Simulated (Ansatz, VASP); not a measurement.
## Ag: VASP beside Ansatz

```
Ag
1.0
     0.00000    1.97225    1.97225
     1.97225    0.00000    1.97225
     1.97225    1.97225    0.00000
Ag
1
Direct
  0.00000 0.00000 0.00000
```

Alike in both runs: task single point; functional PBE; k mesh 11 × 11 × 11; occupations fermi-dirac, width 0.1 eV; no spin polarisation.

```csv
,VASP,Ansatz
version,VASP 6.6.1,Ansatz 0.2.0
potentials or method,"VASP PAW PBE potentials, release 64 (Ag), cutoff 520 eV","plane waves, PAW"
valence electrons in the cell,11,19
```

```csv
,VASP,Ansatz,Ansatz less VASP
pressure (GPa),20.6,20.9,+0.33
```

VASP's potentials hold 11 valence electrons a cell and Ansatz's 19, so a difference there can come from the potentials and not from the codes.
